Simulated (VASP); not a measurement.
# CoH (Fm-3m) in VASP: single point with r2SCAN+D4

Aim: the single point of CoH with r2SCAN+D4.

All numbers are computed with VASP 6.6.1; they aren't measurements. Logs are shortened: lines on timing, memory, paths and dates and some standing lists are left out, and cuts for length are marked.

### Step 1. The cell of the first run

Symmetry: Fm-3m, No. 225, cubic system. The conventional cell has a = 3.686 Å, b = 3.686 Å, c = 3.686 Å, α = 90.00°, β = 90.00°, γ = 90.00°. Within 2.4 Å of Co (site symmetry m-3m) lie 6 H at 1.84 Å. Within 2.4 Å of H (site symmetry m-3m) lie 6 Co at 1.84 Å.

### Step 2. Single point, r2SCAN+D4, collinear spin, ferromagnetic start

File POSCAR:

```
CoH
1.0
    0.0000000000      1.8429600000      1.8429600000
    1.8429600000      0.0000000000      1.8429600000
    1.8429600000      1.8429600000      0.0000000000
Co H
1 1
Direct
    0.0000000000      0.0000000000      0.0000000000
    0.5000000000      0.5000000000      0.5000000000
```

File INCAR.step1:

```
SYSTEM = CoH
ALGO = Normal ; EDIFF = 1E-4
ENCUT = 520 ; GGA = PE
ISMEAR = 1 ; ISPIN = 2
ISYM = 0 ; LASPH = .True.
LCHARG = .False. ; LMAXMIX = 4
LREAL = .False. ; LWAVE = .True.
MAGMOM = 3.2 0 ; NBANDS = 16
NELM = 150 ; PREC = Accurate
SIGMA = 0.2
```

File INCAR.step2:

```
SYSTEM = CoH
ALGO = Normal ; EDIFF = 1E-6
ENCUT = 520 ; ISIF = 2
ISMEAR = 1 ; ISPIN = 2
ISTART = 1 ; ISYM = 0
IVDW = 13 ; LASPH = .True.
LCHARG = .False. ; LMAXMIX = 4
LMIXTAU = .True. ; LORBIT = 11
LREAL = .False. ; LWAVE = .False.
MAGMOM = 3.2 0 ; METAGGA = R2SCAN
NBANDS = 16 ; NELM = 150
PREC = Accurate ; SIGMA = 0.2
VDW_A1 = 0.51559235 ; VDW_A2 = 5.77342911
VDW_S6 = 1.0 ; VDW_S8 = 0.6018749
```

File KPOINTS:

```
Automatic mesh
0
Gamma
  6 6 6
  0.5 0.5 0.5
```

Potentials or basis: VASP PAW PBE potentials, release 64 (Co, H).

Started as:

```console
cat potpaw_PBE.64/Co/POTCAR potpaw_PBE.64/H/POTCAR > POTCAR
cp INCAR.step1 INCAR
mpirun -np 1 vasp_std > vasp.out
cp INCAR.step2 INCAR
mpirun -np 1 vasp_std > vasp.out
```

OUTCAR:

```text
SYSTEM = CoH
   EDIFF = 1E-6
   ENCUT = 520
   ISIF = 2
   ISMEAR = 1
   ISPIN = 2
   ISTART = 1
   ISYM = 0
   IVDW = 13
   LASPH = .True.
   LORBIT = 11
   LREAL = .False.
   METAGGA = R2SCAN
   NELM = 150
   PREC = Accurate

 ion  position               nearest neighbor table
   1  0.000  0.000  0.000-   2 1.84   2 1.84   2 1.84   2 1.84   2 1.84   2 1.84
   2  0.500  0.500  0.500-   1 1.84   1 1.84   1 1.84   1 1.84   1 1.84   1 1.84

IMPORTANT INFORMATION: All symmetrisations will be switched off!
NOSYMM: (Re-)initialisation of all symmetry stuff for point group C_1.

----------------------------------------------------------------------------------------

                                     Primitive cell

  volume of cell :      12.5192

  direct lattice vectors                    reciprocal lattice vectors
     0.000000000  1.842960000  1.842960000    -0.271302687  0.271302687  0.271302687
     1.842960000  0.000000000  1.842960000     0.271302687 -0.271302687  0.271302687
     1.842960000  1.842960000  0.000000000     0.271302687  0.271302687 -0.271302687

  length of vectors
     2.606339027  2.606339027  2.606339027     0.469910038  0.469910038  0.469910038

  position of ions in fractional coordinates (direct lattice)
     0.000000000  0.000000000  0.000000000
     0.500000000  0.500000000  0.500000000

  ion indices of the primitive-cell ions
   primitive index   ion index
                 1           1
                 2           2

----------------------------------------------------------------------------------------

 KPOINTS: Automatic mesh

Automatic generation of k-mesh.
 Grid dimensions read from file:
 generate k-points for:    6    6    6

 Generating k-lattice:

  Cartesian coordinates                     Fractional coordinates (reciprocal lattice)
    -0.045217114  0.045217114  0.045217114     0.166666667  0.000000000  0.000000000
     0.045217114 -0.045217114  0.045217114     0.000000000  0.166666667  0.000000000
     0.045217114  0.045217114 -0.045217114     0.000000000  0.000000000  0.166666667

  Length of vectors
     0.078318340  0.078318340  0.078318340

  Shift w.r.t. Gamma in fractional coordinates (k-lattice)
     0.500000000  0.500000000  0.500000000

 Subroutine IBZKPT returns following result:
 ===========================================

 Found    432 irreducible k-points:

 Following reciprocal coordinates:
            Coordinates               Weight
  0.083333  0.083333  0.083333      2.000000
  0.083333  0.000000  0.000000      2.000000
  0.000000  0.000000 -0.083333      2.000000
  0.000000  0.083333  0.000000      2.000000
  0.250000  0.083333  0.083333      2.000000
  0.083333  0.250000  0.083333      2.000000
[... 16 lines left out ...]
  0.000000  0.333333 -0.083333      2.000000
  0.333333  0.000000 -0.083333      2.000000
 [... further k-points ...]
   k-points           NKPTS =    432   k-points in BZ     NKDIM =    432   number of bands    NBANDS=     16
   number of dos      NEDOS =    301   number of ions     NIONS =      2
   total plane-waves  NPLWV =   8000
   dimension x,y,z NGX =    20 NGY =   20 NGZ =   20
   dimension x,y,z NGXF=    40 NGYF=   40 NGZF=   40
   ions per type =               1   1
   NGX,Y,Z   is equivalent  to a cutoff of  12.76, 12.76, 12.76 a.u.
   NGXF,Y,Z  is equivalent  to a cutoff of  25.51, 25.51, 25.51 a.u.
 SYSTEM =  CoH
   PREC   = accura    normal or accurate (medium, high low for compatibility)
   ISTART =      1    job   : 0-new  1-cont  2-samecut
   ICHARG =      0    charge: 1-file 2-atom 10-const
   ISPIN  =      2    spin polarized calculation?
   LNONCOLLINEAR =      F non collinear calculations
   LSORBIT =      F    spin-orbit coupling
   LASPH  =      T    aspherical Exc in radial PAW
   ENCUT  =  520.0 eV  38.22 Ry    6.18 a.u.   4.85  4.85  4.85*2*pi/ulx,y,z
   NELM   =    150;   NELMIN=  2; NELMDL=  0     # of ELM steps
   EDIFF  = 0.1E-05   stopping-criterion for ELM
   LREAL  =      F    real-space projection
   EDIFFG = 0.1E-04   stopping-criterion for IOM
   NSW    =      0    number of steps for IOM
   IBRION =     -1    ionic relax: 0-MD 1-quasi-New 2-CG
   NFREE  =      0    steps in history (QN), initial steepest desc. (CG)
   ISIF   =      2    stress and relaxation
   ISYM   =      0    0-nonsym 1-usesym 2-fastsym
   POTIM  = 0.5000    time-step for ionic-motion
   TEBEG  =    0.0;   TEEND  =   0.0 temperature during run
   PSTRESS=    0.0 pullay stress
   NELECT =      10.0000    total number of electrons
   NUPDOWN=      -1.0000    fix difference up-down
   EMIN   =  10.00;   EMAX   =-10.00  energy-range for DOS
   EFERMI =   0.00;   METHOD = LEGACY
   ISMEAR =     1;   SIGMA  =   0.20  broadening in eV -4-tet -1-fermi 0-gaus
   EFERMI_NEDOS =   21; number of points for ismear=-14 and -15
   IALGO  =     38    algorithm
   IMIX   =      4    mixing-type and parameters
     AMIX     =   0.40;   BMIX     =  1.00
     AMIX_MAG =   1.60;   BMIX_MAG =  1.00
  volume/ion in A,a.u.               =       6.26        42.24
  Fermi-wavevector in a.u.,A,eV,Ry     =   1.518969  2.870435 31.392273  2.307267
  Thomas-Fermi vector in A             =   2.628018
   LORBIT       =     11    0 simple, 1 ext, 2 COOP (PROOUT), +10 PAW based schemes
   METAGGA = R2SCAN    functional components
   LHFCALC =     F    Hartree Fock is set to
   AEXX    =    0.0000 exact exchange contribution
   IVDW    =    13    specifies the selected vdW correction
   LEPSILON=     F    determine dielectric tensor
   LRPA    =     F    only Hartree local field effects (RPA)
 spin polarized calculation
 Methfessel and Paxton  Order N= 1 SIGMA  =   0.20
  energy-cutoff  :      520.00
  volume of cell :       12.52
 maximum number of plane-waves:       342
   NGX =  9   NGY =  9   NGZ =  9

 number of electron       9.9999994 magnetization       1.4500766

 Free energy of the ion-electron system (eV)
  ---------------------------------------------------
  ext. energy  EPLUGINS =         0.00000000
  ---------------------------------------------------
  free energy    TOTEN  =       -16.52418667 eV

  energy without entropy =      -16.52837618  energy(sigma->0) =      -16.52558317

 E-fermi :  10.4013     XC(G=0): -14.5934

 val. band max:       10.2728443494   @ k =   0.3333   0.3333  -0.0833
 cond. band min:      10.4174421615   @ k =   0.0833   0.0833  -0.2500
 fundamental gap:      0.1445978121
 Fermi energy:        10.4013058208

 spin component 1

 k-point     1 :       0.0833    0.0833    0.0833
  band No.  band energies     occupation
      1      -2.5731      1.00000
      2       6.8341      1.00000
      3       6.9616      1.00000
      4       6.9616      1.00000
      5       8.1450      1.00000
      6       8.1450      1.00000
[... 8 lines left out ...]
     15      42.6942      0.00000
     16      44.2587      0.00000

 k-point     2 :       0.0833    0.0000    0.0000
  band No.  band energies     occupation
      1      -2.5731      1.00000
      2       6.8341      1.00000
      3       6.9616      1.00000
      4       6.9616      1.00000
      5       8.1450      1.00000
      6       8.1450      1.00000
[... 8 lines left out ...]
     15      42.6942      0.00000
     16      44.2586      0.00000

 k-point     3 :       0.0000    0.0000   -0.0833
  band No.  band energies     occupation
      1      -2.5731      1.00000
      2       6.8341      1.00000
      3       6.9616      1.00000
      4       6.9616      1.00000
      5       8.1450      1.00000
      6       8.1450      1.00000
[... 8 lines left out ...]
     15      42.6942      0.00000
     16      44.2586      0.00000
[... 362 lines left out ...]
 k-point    23 :       0.0000    0.3333   -0.0833
  band No.  band energies     occupation
      1       1.2857      1.00000
      2       5.6299      1.00000
      3       6.8940      1.00000
      4       7.0678      1.00000
      5       8.3047      1.00000
      6       8.7702      1.00000
[... 8 lines left out ...]
     15      45.2277      0.00000
     16      46.8367      0.00000

 k-point    24 :       0.3333    0.0000   -0.0833
  band No.  band energies     occupation
      1       1.2857      1.00000
      2       5.6299      1.00000
      3       6.8940      1.00000
      4       7.0678      1.00000
      5       8.3047      1.00000
      6       8.7702      1.00000
[... 8 lines left out ...]
     15      45.2277      0.00000
     16      46.8367      0.00000

 [... further k-points ...]

 spin component 2

 k-point     1 :       0.0833    0.0833    0.0833
  band No.  band energies     occupation
      1      -2.9009      1.00000
      2       9.1564      1.00000
      3       9.3283      1.00000
      4       9.3283      1.00000
      5       9.7570      1.00003
      6       9.7570      1.00003
[... 8 lines left out ...]
     15      45.1642      0.00000
     16      45.1642      0.00000

 k-point     2 :       0.0833    0.0000    0.0000
  band No.  band energies     occupation
      1      -2.9009      1.00000
      2       9.1565      1.00000
      3       9.3282      1.00000
      4       9.3283      1.00000
      5       9.7570      1.00003
      6       9.7570      1.00003
[... 8 lines left out ...]
     15      45.1641      0.00000
     16      45.1642      0.00000

 k-point     3 :       0.0000    0.0000   -0.0833
  band No.  band energies     occupation
      1      -2.9009      1.00000
      2       9.1565      1.00000
      3       9.3282      1.00000
      4       9.3283      1.00000
      5       9.7570      1.00003
      6       9.7570      1.00003
[... 8 lines left out ...]
     15      45.1641      0.00000
     16      45.1642      0.00000
[... 362 lines left out ...]
 k-point    23 :       0.0000    0.3333   -0.0833
  band No.  band energies     occupation
      1       1.0892      1.00000
      2       7.0512      1.00000
      3       8.6906      1.00000
      4       8.7799      1.00000
      5      10.6282     -0.03404
      6      10.9876     -0.00014
[... 8 lines left out ...]
     15      46.5374      0.00000
     16      50.3802      0.00000

 k-point    24 :       0.3333    0.0000   -0.0833
  band No.  band energies     occupation
      1       1.0892      1.00000
      2       7.0512      1.00000
      3       8.6906      1.00000
      4       8.7799      1.00000
      5      10.6282     -0.03404
      6      10.9876     -0.00014
[... 8 lines left out ...]
     15      46.5374      0.00000
     16      50.3802      0.00000

 [... further k-points ...]

------------------------ aborting loop because EDIFF is reached ----------------------------------------

  DFT-D4 for vdW energy calculation

  Edisp (eV):   -0.19057

  FORCE on cell =-STRESS in cart. coord.  units (eV):
  Direction    XX          YY          ZZ          XY          YZ          ZX
  --------------------------------------------------------------------------------------
  -------------------------------------------------------------------------------------
  Total      -0.05072    -0.05072    -0.05070    -0.00015    -0.00015    -0.00015
  in kB      -6.49085    -6.49082    -6.48880    -0.01876    -0.01877    -0.01876
  external pressure =       -6.49 kB  Pullay stress =        0.00 kB

 VOLUME and BASIS-vectors are now :
 -----------------------------------------------------------------------------
  energy-cutoff  :      520.00
  volume of cell :       12.52
      direct lattice vectors                 reciprocal lattice vectors
     0.000000000  1.842960000  1.842960000    -0.271302687  0.271302687  0.271302687
     1.842960000  0.000000000  1.842960000     0.271302687 -0.271302687  0.271302687
     1.842960000  1.842960000  0.000000000     0.271302687  0.271302687 -0.271302687

 POSITION                                       TOTAL-FORCE (eV/Angst)
 -----------------------------------------------------------------------------------
      0.00000      0.00000      0.00000        -0.000002      0.000000     -0.000000
      1.84296      1.84296      1.84296         0.000002     -0.000000      0.000000
 -----------------------------------------------------------------------------------
    total drift:                                0.000000      0.000000     -0.000000

  FREE ENERGIE OF THE ION-ELECTRON SYSTEM (eV)
  ---------------------------------------------------
  free  energy   TOTEN  =       -16.7147524766 eV

  energy  without entropy=      -16.7189419913  energy(sigma->0) =      -16.71614898

 total charge

# of ion       s       p       d       tot
------------------------------------------
    1        0.416   0.577   7.400   8.393
    2        0.513   0.042   0.000   0.555
--------------------------------------------------
tot          0.929   0.619   7.400   8.949

 magnetization (x)

# of ion       s       p       d       tot
------------------------------------------
    1       -0.013  -0.034   1.567   1.521
    2        0.003  -0.006   0.000  -0.003
--------------------------------------------------
tot         -0.010  -0.040   1.567   1.517
```

Wall time 8.3 min (1 thread of Intel Xeon 6975P-C, shared host); peak memory 0.25 GiB.

What came out:

| Item | Value |
| --- | --- |
| Free energy | -16.7148 eV |
| Pressure | -0.6 GPa |
| Net moment | 1.45 μB per cell |
| Site moments | Co +1.52; H -0.00 μB |
| Valence electrons inside the program's atomic spheres | Co 8.39; H 0.56 |
| Dispersion energy per atom | -0.095 eV |

Caveat: the k points lie up to 0.49 Å⁻¹ apart; the PAW data sets were made with another functional, which shifts forces and pressure a little; pairwise dispersion overbinds metals, which lowers pressure and volume.
